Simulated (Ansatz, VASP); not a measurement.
One calculation of Cu, two programs

The input INCAR:

```
SYSTEM = Cu
PREC     = Accurate       ! precision mode
ENCUT    = 520            ! plane-wave cutoff, eV
EDIFF    = 1E-6           ! SCF threshold, eV
ISMEAR   = 0              ! smearing method
SIGMA    = 0.1            ! smearing width, eV
LREAL    = .False.        ! projectors in reciprocal space
LASPH    = .True.         ! aspherical terms in the spheres
NELM     = 60             ! most SCF steps
ALGO     = Fast           ! electronic algorithm
ISIF     = 2              ! what is computed and relaxed
LWAVE    = .False.        ! write WAVECAR
LCHARG   = .False.        ! write CHGCAR
GGA      = PE             ! functional
NBANDS   = 12             ! bands
```

File KPOINTS:

```
Automatic mesh
0
Gamma
  22 22 22
  0 0 0
```

File POSCAR:

```
Cu
1.0
   -1.4427933200      1.4427933200      1.3760814500
    1.4427933200     -1.4427933200      1.3760814500
    1.4427933200      1.4427933200     -1.3760814500
Cu
1
Direct
    0.0000000000      0.0000000000      0.0000000000
```

Input for Ansatz:

```yaml
crystal:
  lattice:
    - [-1.44279332, 1.44279332, 1.37608145]
    - [1.44279332, -1.44279332, 1.37608145]
    - [1.44279332, 1.44279332, -1.37608145]
  atoms:
    - { symbol: Cu, position: [0.0, 0.0, 0.0] }
basis:
  ecutwfc: 420
kpoints:
  mp_grid: { grid: [22, 22, 22] }
hamiltonian:
  xc: pbe
scf:
  occupations: { method: gaussian, width: 0.1 }
output:
  forces: true
  stress: true
  eigenvalues: true
```

Alike in both runs: task single point; functional PBE; k mesh 22 × 22 × 22; occupations gaussian, width 0.1 eV; no spin polarisation.

|  | VASP | Ansatz |
| --- | --- | --- |
| version | VASP 6.6.1 | Ansatz 0.2.0 |
| potentials or method | VASP PAW PBE potentials, release 64 (Cu), cutoff 520 eV | scalar-relativistic, plane waves, PAW |
| valence electrons in the cell | 11 | 19 |

VASP gave:

| Quantity | Value |
| --- | --- |
| gap on the k mesh at the Fermi level (eV) | none |
| pressure (GPa) | 8.1 |
| traceless stress, the component that is largest in VASP (GPa) | -0.24 |

Problem. What did Ansatz give for the same quantities?

Solution. gap on the k mesh at the Fermi level (eV): none; pressure (GPa): 7.3; traceless stress, the component that is largest in VASP (GPa): -0.22.

A gap of «none» marks a metal or a gap that the smearing closes. VASP's potentials hold 11 valence electrons a cell and Ansatz's 19, so a difference there can come from the potentials and not from the codes.
